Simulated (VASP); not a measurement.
# GaAs (F-43m) in VASP: single point with HSE06

Aim: the single point of GaAs with HSE06.

Everything below comes from runs of VASP 6.6.1. Logs are shortened: lines on timing, memory, paths and dates and some standing lists are left out, and cuts for length are marked.

**Experimental background.**

“Evidence of valence band perturbations in GaAsN/GaAs(001): A combined variable-angle spectroscopic ellipsometry and modulated photoreflectance investigation”, 2008, arxiv:0805.2212 reports, for a bulk crystal of GaAs at 300 K: band gap 1.412 ± 0.01 eV (direct).

The results are compared with them further down.

## (1) The cell of the first run

Symmetry: F-43m, No. 216, cubic system. Conventional cell: a = 5.666 Å, b = 5.666 Å, c = 5.666 Å, α = 90.00°, β = 90.00°, γ = 90.00°. Ga (site symmetry -43m) has 4 As at 2.45 Å within 3.2 Å. As (site symmetry -43m) has 4 Ga at 2.45 Å within 3.2 Å.

## (2) Single point, HSE06

POSCAR

```
GaAs
1.0
    0.0000000000      2.8330831919      2.8330831919
    2.8330831919      0.0000000000      2.8330831919
    2.8330831919      2.8330831919      0.0000000000
Ga As
1 1
Direct
    0.0000000000      0.0000000000      0.0000000000
    0.2500000000      0.2500000000      0.2500000000
```

INCAR.step1

```
SYSTEM = GaAs
  PREC = Accurate
  ENCUT = 520
  EDIFF = 1E-5
  ISMEAR = 0
  SIGMA = 0.01
  LREAL = .False.
  LASPH = .True.
  NELM = 80
  ALGO = Normal
  ISIF = 2
  LWAVE = .True.
  LCHARG = .False.
  GGA = PE
  NBANDS = 16
```

INCAR.step2

```
SYSTEM = GaAs
  PREC = Accurate
  ENCUT = 520
  EDIFF = 1E-6
  ISMEAR = 0
  SIGMA = 0.01
  LREAL = .False.
  LASPH = .True.
  NELM = 80
  ALGO = Normal
  ISIF = 2
  LWAVE = .False.
  LCHARG = .False.
  GGA = PE
  LHFCALC = .True.
  HFSCREEN = 0.2079
  PRECFOCK = Normal
  ISTART = 1
  NBANDS = 16
```

KPOINTS

```
Automatic mesh
0
Gamma
  6 6 6
  0 0 0
```

Potentials or basis: VASP PAW PBE potentials, release 64 (Ga_d, As).

Started as:

```console
$ cat potpaw_PBE.64/Ga_d/POTCAR potpaw_PBE.64/As/POTCAR > POTCAR
$ cp INCAR.step1 INCAR
$ mpirun -np 1 vasp_std > vasp.out
$ cp INCAR.step2 INCAR
$ mpirun -np 1 vasp_std > vasp.out
```

OUTCAR:

```text
SYSTEM = GaAs
   PREC = Accurate
   ENCUT = 520
   EDIFF = 1E-6
   ISMEAR = 0
   LREAL = .False.
   LASPH = .True.
   NELM = 80
   ISIF = 2
   GGA = PE
   LHFCALC = .True.
   HFSCREEN = 0.2079
   PRECFOCK = Normal
   ISTART = 1

 ion  position               nearest neighbor table
   1  0.000  0.000  0.000-   2 2.45   2 2.45   2 2.45   2 2.45
   2  0.250  0.250  0.250-   1 2.45   1 2.45   1 2.45   1 2.45

  LATTYP: Found a face centered cubic cell.
 ALAT       =     5.6661663838

  Lattice vectors:

 A1 = (   0.0000000000,   2.8330831919,   2.8330831919)
 A2 = (   2.8330831919,   0.0000000000,   2.8330831919)
 A3 = (   2.8330831919,   2.8330831919,   0.0000000000)

Analysis of symmetry for initial positions (statically):
=====================================================================
 Subroutine PRICEL returns:
 Original cell was already a primitive cell.

 Routine SETGRP: Setting up the symmetry group for a
 face centered cubic supercell.

 Subroutine GETGRP returns: Found 24 space group operations
 (whereof 24 operations were pure point group operations)
 out of a pool of 48 trial point group operations.

The static configuration has the point symmetry T_d .

Analysis of symmetry for dynamics (positions and initial velocities):
=====================================================================
 Subroutine PRICEL returns:
 Original cell was already a primitive cell.

 Routine SETGRP: Setting up the symmetry group for a
 face centered cubic supercell.

 Subroutine GETGRP returns: Found 24 space group operations
 (whereof 24 operations were pure point group operations)
 out of a pool of 48 trial point group operations.

The dynamic configuration has the point symmetry T_d .

 Subroutine INISYM returns: Found 24 space group operations
 (whereof 24 operations are pure point group operations),
 and found     1 'primitive' translations

----------------------------------------------------------------------------------------

                                     Primitive cell

  volume of cell :      45.4787

  direct lattice vectors                    reciprocal lattice vectors
     0.000000000  2.833083192  2.833083192    -0.176486169  0.176486169  0.176486169
     2.833083192  0.000000000  2.833083192     0.176486169 -0.176486169  0.176486169
     2.833083192  2.833083192  0.000000000     0.176486169  0.176486169 -0.176486169

  length of vectors
     4.006584673  4.006584673  4.006584673     0.305683012  0.305683012  0.305683012

  position of ions in fractional coordinates (direct lattice)
     0.000000000  0.000000000  0.000000000
     0.250000000  0.250000000  0.250000000

  ion indices of the primitive-cell ions
   primitive index   ion index
                 1           1
                 2           2

----------------------------------------------------------------------------------------

 KPOINTS: Automatic mesh

Automatic generation of k-mesh.
 Grid dimensions read from file:
 generate k-points for:    6    6    6

 Generating k-lattice:

  Cartesian coordinates                     Fractional coordinates (reciprocal lattice)
    -0.029414362  0.029414362  0.029414362     0.166666667  0.000000000  0.000000000
     0.029414362 -0.029414362  0.029414362     0.000000000  0.166666667  0.000000000
     0.029414362  0.029414362 -0.029414362     0.000000000  0.000000000  0.166666667

  Length of vectors
     0.050947169  0.050947169  0.050947169

  Shift w.r.t. Gamma in fractional coordinates (k-lattice)
     0.000000000  0.000000000  0.000000000

 Subroutine IBZKPT returns following result:
 ===========================================

 Found     16 irreducible k-points:

 Following reciprocal coordinates:
            Coordinates               Weight
  0.000000  0.000000  0.000000      1.000000
  0.166667  0.000000  0.000000      8.000000
  0.333333  0.000000  0.000000      8.000000
  0.500000  0.000000  0.000000      4.000000
  0.166667  0.166667  0.000000      6.000000
  0.333333  0.166667  0.000000     24.000000
[... 8 lines left out ...]
 -0.333333  0.333333  0.166667     24.000000
 -0.333333  0.500000  0.166667     12.000000
   k-points           NKPTS =     16   k-points in BZ     NKDIM =    216   number of bands    NBANDS=     16
   number of dos      NEDOS =    301   number of ions     NIONS =      2
   total plane-waves  NPLWV =  27000
   dimension x,y,z NGX =    30 NGY =   30 NGZ =   30
   dimension x,y,z NGXF=    60 NGYF=   60 NGZF=   60
   ions per type =               1   1
   NGX,Y,Z   is equivalent  to a cutoff of  12.45, 12.45, 12.45 a.u.
   NGXF,Y,Z  is equivalent  to a cutoff of  24.90, 24.90, 24.90 a.u.
 SYSTEM =  GaAs
   PREC   = accura    normal or accurate (medium, high low for compatibility)
   ISTART =      1    job   : 0-new  1-cont  2-samecut
   ICHARG =      0    charge: 1-file 2-atom 10-const
   ISPIN  =      1    spin polarized calculation?
   LNONCOLLINEAR =      F non collinear calculations
   LSORBIT =      F    spin-orbit coupling
   LASPH  =      T    aspherical Exc in radial PAW
   ENCUT  =  520.0 eV  38.22 Ry    6.18 a.u.   7.45  7.45  7.45*2*pi/ulx,y,z
   NELM   =     80;   NELMIN=  2; NELMDL=  0     # of ELM steps
   EDIFF  = 0.1E-05   stopping-criterion for ELM
   LREAL  =      F    real-space projection
   EDIFFG = 0.1E-04   stopping-criterion for IOM
   NSW    =      0    number of steps for IOM
   IBRION =     -1    ionic relax: 0-MD 1-quasi-New 2-CG
   NFREE  =      0    steps in history (QN), initial steepest desc. (CG)
   ISIF   =      2    stress and relaxation
   ISYM   =      3    0-nonsym 1-usesym 2-fastsym
   POTIM  = 0.5000    time-step for ionic-motion
   TEBEG  =    0.0;   TEEND  =   0.0 temperature during run
   PSTRESS=    0.0 pullay stress
   NELECT =      18.0000    total number of electrons
   NUPDOWN=      -1.0000    fix difference up-down
   EMIN   =  10.00;   EMAX   =-10.00  energy-range for DOS
   EFERMI =   0.00;   METHOD = LEGACY
   ISMEAR =     0;   SIGMA  =   0.01  broadening in eV -4-tet -1-fermi 0-gaus
   EFERMI_NEDOS =   21; number of points for ismear=-14 and -15
   IALGO  =     38    algorithm
   IMIX   =      1    mixing-type and parameters
     AMIX     =   0.40;   BMIX     =  1.00
     AMIX_MAG =   1.60;   BMIX_MAG =  1.00
  volume/ion in A,a.u.               =      22.74       153.45
  Fermi-wavevector in a.u.,A,eV,Ry     =   1.201978  2.271408 19.657016  1.444750
  Thomas-Fermi vector in A             =   2.337772
   LORBIT       =      0    0 simple, 1 ext, 2 COOP (PROOUT), +10 PAW based schemes
   GGA     = PE    functional components
   LHFCALC =     T    Hartree Fock is set to
   PRECFOCK=normal    Normal, Fast or Accurate (Low or Medium for compatibility)
   ENCUT4O =  -1.0   cutoff for four orbital integrals eV
   NKREDX  =     1    reduce k-point grid by
   NKREDY  =     1    reduce k-point grid by
   NKREDZ  =     1    reduce k-point grid by
   AEXX    =    0.2500 exact exchange contribution
   HFSCREEN=    0.2079 screening length (either q_TF or 0.3 A-1)
   HFSCREENC=   0.2079 screening length for correlation (either q_TF or 0.3 A-1)
   ENCUTFOCK=  -1.0 apply spherical cutoff to Coloumb kernel
   IVDW    =     0    specifies the selected vdW correction
   LEPSILON=     F    determine dielectric tensor
   LRPA    =     F    only Hartree local field effects (RPA)
 non-spin polarized calculation
 Gauss-broadening in eV      SIGMA  =   0.01
  energy-cutoff  :      520.00
  volume of cell :       45.48
 maximum number of plane-waves:      1243
 NGX is ok and might be reduce to    30
  NGX = 24; NGY = 24; NGZ = 24

 number of electron      17.9999990 magnetization

 Free energy of the ion-electron system (eV)
  ---------------------------------------------------
  ext. energy  EPLUGINS =         0.00000000
  ---------------------------------------------------
  free energy    TOTEN  =        -9.84766235 eV

  energy without entropy =       -9.84766235  energy(sigma->0) =       -9.84766235

 E-fermi :   3.5598     XC(G=0):  -7.9432

 val. band max:        3.4474229181   @ k =   0.0000   0.0000   0.0000
 cond. band min:       4.8075085225   @ k =   0.0000   0.0000   0.0000
 fundamental gap:      1.3600856044
 Fermi energy:         3.5597805091

 k-point     1 :       0.0000    0.0000    0.0000
  band No.  band energies     occupation
      1     -13.9136      2.00000
      2     -13.9136      2.00000
      3     -13.9136      2.00000
      4     -13.8343      2.00000
      5     -13.8343      2.00000
      6     -10.4639      2.00000
[... 8 lines left out ...]
     15      14.5212      0.00000
     16      14.5212      0.00000

 k-point     2 :       0.1667    0.0000    0.0000
  band No.  band energies     occupation
      1     -13.9271      2.00000
      2     -13.9083      2.00000
      3     -13.9083      2.00000
      4     -13.8345      2.00000
      5     -13.8345      2.00000
      6     -10.1228      2.00000
[... 8 lines left out ...]
     15      13.3886      0.00000
     16      13.3957      0.00000

 k-point     3 :       0.3333    0.0000    0.0000
  band No.  band energies     occupation
      1     -13.9528      2.00000
      2     -13.8993      2.00000
      3     -13.8993      2.00000
      4     -13.8334      2.00000
      5     -13.8334      2.00000
      6      -9.2325      2.00000
[... 8 lines left out ...]
     15      14.0766      0.00000
     16      14.0766      0.00000

 k-point     4 :       0.5000    0.0000    0.0000
  band No.  band energies     occupation
      1     -13.9652      2.00000
      2     -13.8957      2.00000
      3     -13.8957      2.00000
      4     -13.8319      2.00000
      5     -13.8319      2.00000
      6      -8.5657      2.00000
[... 8 lines left out ...]
     15      16.4483      0.00000
     16      16.4483      0.00000
[... 172 lines left out ...]
 k-point    14 :       0.5000    0.3333    0.1667
  band No.  band energies     occupation
      1     -13.9722      2.00000
      2     -13.8893      2.00000
      3     -13.8832      2.00000
      4     -13.8433      2.00000
      5     -13.8295      2.00000
      6      -8.5110      2.00000
[... 8 lines left out ...]
     15      15.6925      0.00000
     16      17.7519      0.00000

 k-point    15 :      -0.3333    0.3333    0.1667
  band No.  band energies     occupation
      1     -13.9774      2.00000
      2     -13.8887      2.00000
      3     -13.8787      2.00000
      4     -13.8417      2.00000
      5     -13.8315      2.00000
      6      -7.9643      2.00000
[... 8 lines left out ...]
     15      16.7351      0.00000
     16      17.3660      0.00000

 k-point    16 :      -0.3333    0.5000    0.1667
  band No.  band energies     occupation
      1     -13.9856      2.00000
      2     -13.8820      2.00000
      3     -13.8727      2.00000
      4     -13.8479      2.00000
      5     -13.8283      2.00000
      6      -7.7102      2.00000
[... 8 lines left out ...]
     15      16.8528      0.00000
     16      17.9076      0.00000

------------------------ aborting loop because EDIFF is reached ----------------------------------------

  FORCE on cell =-STRESS in cart. coord.  units (eV):
  Direction    XX          YY          ZZ          XY          YZ          ZX
  --------------------------------------------------------------------------------------
  -------------------------------------------------------------------------------------
  Total        0.1395165      0.1395165      0.1395165      0.0000000      0.0000000     -0.0000000
  in kB        4.9150527      4.9150527      4.9150527      0.0000000      0.0000000     -0.0000000
  external PRESSURE =       4.9150527 kB  Pullay stress =       0.0000000 kB

 VOLUME and BASIS-vectors are now :
 -----------------------------------------------------------------------------
  energy-cutoff  :      520.00
  volume of cell :       45.48
      direct lattice vectors                 reciprocal lattice vectors
     0.000000000  2.833083192  2.833083192    -0.176486169  0.176486169  0.176486169
     2.833083192  0.000000000  2.833083192     0.176486169 -0.176486169  0.176486169
     2.833083192  2.833083192  0.000000000     0.176486169  0.176486169 -0.176486169

 POSITION                                       TOTAL-FORCE (eV/Angst)
 -----------------------------------------------------------------------------------
      0.00000      0.00000      0.00000        -0.000000      0.000000     -0.000000
      1.41654      1.41654      1.41654         0.000000     -0.000000      0.000000
 -----------------------------------------------------------------------------------
    total drift:                               -0.000039     -0.000038     -0.000028

  FREE ENERGIE OF THE ION-ELECTRON SYSTEM (eV)
  ---------------------------------------------------
  free  energy   TOTEN  =        -9.8476623482 eV

  energy  without entropy=       -9.8476623482  energy(sigma->0) =       -9.84766235
```

Wall time 42 min (1 thread of Intel Xeon Platinum 8259CL at 2.50GHz (Skylake/Cascade Lake), shared host); peak memory 0.3 GiB.

Results:

- Free energy: -9.8477 eV
- Pressure: 0.5 GPa
- Band gap on the k mesh: 1.36 eV

Levels at points of the mesh, in eV from the valence-band top:
```csv
k point,band 7,band 8,band 9,band 10,band 11,band 12
"(0.00, 0.00, 0.00)",0.00,0.00,0.00,1.36,4.54,4.54
"(0.50, 0.00, 0.00)",-7.16,-1.22,-1.22,1.74,5.46,5.46
"(0.50, 0.50, 0.00)",-7.34,-2.88,-2.88,2.08,2.34,11.46
```

Caveat: the PAW data sets were made with another functional, which shifts forces and pressure a little.

## (3) Against experiment

Step 2. Measured gap of GaAs: 1.412 eV (direct; 300 K; “Evidence of valence band perturbations in GaAsN/GaAs(001): A combined variable-angle spectroscopic ellipsometry and modulated photoreflectance investigation”, 2008, arxiv:0805.2212). This calculation gives 1.36 eV (-0.05 eV). 3 values of this kind are on record (1.412 to 1.51 eV); this one was drawn at random among those near their median, those with a stated uncertainty first. Spin-orbit coupling on As, Ga is left out. The value is that of HSE06 on a finite k mesh, which can miss the band edges, without temperature or zero-point motion.
